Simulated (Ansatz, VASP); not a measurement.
MgSiN: VASP beside Ansatz

```
CELL_PARAMETERS angstrom
0.00000 3.06705 0.00000
0.00000 0.00000 3.82479
6.13377 0.00000 0.00000
ATOMIC_POSITIONS crystal
Mg 0.00000 0.00000 0.50000
Mg 0.00000 0.00000 0.00000
Si 0.50000 0.50000 0.25000
Si 0.50000 0.50000 0.75000
N 0.50000 0.00000 0.25000
N 0.50000 0.00000 0.75000
```

Alike in both runs: task single point; functional PBE; k mesh 8 × 6 × 4; occupations gaussian, width 0.2 eV; no spin polarisation.

|  | VASP | Ansatz |
| --- | --- | --- |
| version | VASP 6.6.1 | Ansatz 0.2.0 |
| potentials or method | VASP PAW PBE potentials, release 64 (Mg_sv, Si, N), cutoff 750 eV | scalar-relativistic, plane waves, PAW |
| valence electrons in the cell | 38 | 38 |

Ansatz gave:

```
gap on the k mesh at the Fermi level (eV)                     : none
pressure (GPa)                                                : 0.1
traceless stress, the component that is largest in VASP (GPa) : -0.11
```

Problem. Which values does VASP return?

Solution. gap on the k mesh at the Fermi level (eV): none; pressure (GPa): -0.2; traceless stress, the component that is largest in VASP (GPa): -0.16.

A gap of «none» marks a metal or a gap that the smearing closes. The functional is the same, so the differences come from potentials, cutoffs and numerics.
